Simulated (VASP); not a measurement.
A run of VASP 6.6.1 is set up as follows.

The input INCAR:

```
SYSTEM = MgB5
ALGO = Normal
EDIFF = 1E-6
EDIFFG = -0.04
ENCUT = 600
GGA = PE
IBRION = 2
ISIF = 3
ISMEAR = 0
LASPH = .True.
LCHARG = .False.
LREAL = .False.
LWAVE = .False.
NELM = 60
NSW = 90
PREC = Accurate
SIGMA = 0.1
```

The input KPOINTS:

```
k-points
0
Gamma
  6 4 2
  0 0 0
```

Contents of POSCAR:

```
MgB5
1.0
    2.9737415507      0.0000000000      0.0000000000
    0.9602987787      4.2183368180      0.0000000000
    0.8377182762      0.3572807018      7.8091933779
Mg B
2 10
Direct
    0.1249748334      0.0087492350      0.0174771043
    0.8568980780      0.5140575754      0.5303020906
    0.3163232503      0.2573684639      0.2878632629
    0.7411519574      0.8379306398      0.7907677264
    0.1021812618      0.6361389304      0.2444776975
    0.6777505597      0.2298990313      0.7766015990
    0.7579408589      0.5033988248      0.9356358689
    0.3588864282      0.0007150394      0.4581226291
    0.6580046746      0.4990391399      0.1475568791
    0.2380389381      0.9769873731      0.6696634881
    0.8914239810      0.9704313553      0.3352859173
    0.2764251784      0.5652843919      0.8062457368
```

Potentials or basis: VASP PAW PBE potentials, release 64 (Mg, B).

Run with:

```sh
$ cat potpaw_PBE.64/Mg/POTCAR potpaw_PBE.64/B/POTCAR > POTCAR
$ mpirun -np 1 vasp_std > vasp.out
```

(1) Predict the band gap on the k mesh.

(2) What does it give for the relaxed cell?

(3) Predict the space group after relaxing (to 0.1 Å).

## Answers

(1) zero (bands 17 and 18 overlap by 1.68 eV).

(2) a = 2.935 Å, b = 4.497 Å, c = 8.250 Å, α = 78.02°, β = 80.96°, γ = 71.46°.

(3) P1 (No. 1).

Caveat: the k points lie up to 0.39 Å⁻¹ apart in the final cell, too coarse for converged energies and pressures of a metal.
